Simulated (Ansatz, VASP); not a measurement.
# Two plane-wave programs on V

Contents of POSCAR:

```
V
1.0
   -1.4917693513      1.4917693513      1.4917693513
    1.4917693513     -1.4917693513      1.4917693513
    1.4917693513      1.4917693513     -1.4917693513
V
1
Direct
    0.0000000000      0.0000000000      0.0000000000
```

File INCAR.step1:

```
ALGO = Normal
EDIFF = 1E-4
ENCUT = 520
GGA = PE
ISMEAR = -1
LASPH = T
LCHARG = F
LREAL = F
LWAVE = T
NBANDS = 12
NELM = 100
PREC = Accurate
SIGMA = 0.03
```

INCAR.step2

```
ALGO = Normal
EDIFF = 1E-6
ENCUT = 520
ISIF = 2
ISMEAR = -1
ISTART = 1
LASPH = T
LCHARG = F
LMIXTAU = T
LREAL = F
LWAVE = F
METAGGA = R2SCAN
NBANDS = 12
NELM = 100
PREC = Accurate
SIGMA = 0.03
```

File KPOINTS:

```
k-points
0
Gamma
  15 15 15
```

Input for Ansatz:

```yaml
crystal:
  lattice:
    - [-1.4917693513, 1.4917693513, 1.4917693513]
    - [1.4917693513, -1.4917693513, 1.4917693513]
    - [1.4917693513, 1.4917693513, -1.4917693513]
  atoms:
    - { symbol: V, position: [0.0, 0.0, 0.0] }
hamiltonian:
  xc: r2scan
  pseudopotentials:
    kind: paw
    azcp:
      V: "pseudopotentials/V.paw.azcp"
basis:
  ecutwfc: 500
  fft_grid_basis: typed
kpoints:
  mp_grid: { grid: [15, 15, 15], shift: [0, 0, 0] }
magnetization:
  spin_polarized: false
scf:
  occupations: { method: fermi_dirac, width: 0.03 }
  lower_state_search: "off"
output:
  stress: true
```

Alike in both runs: task single point; functional r2SCAN; k mesh 15 × 15 × 15; occupations fermi-dirac, width 0.03 eV; no spin polarisation.

|  | VASP | Ansatz |
| --- | --- | --- |
| version | VASP 6.6.1 | Ansatz 0.2.0 |
| potentials or method | VASP PAW PBE potentials, release 64 (V_sv), cutoff 520 eV | plane waves (500 eV) with PAW, scalar-relativistic |
| valence electrons in the cell | 13 | 13 |

Ansatz gave:

- pressure (GPa): -0.6

Task: Estimate VASP's values.

Result: Pressure (GPa): 0.1.

VASP's potentials were made for PBE, not for r2SCAN.
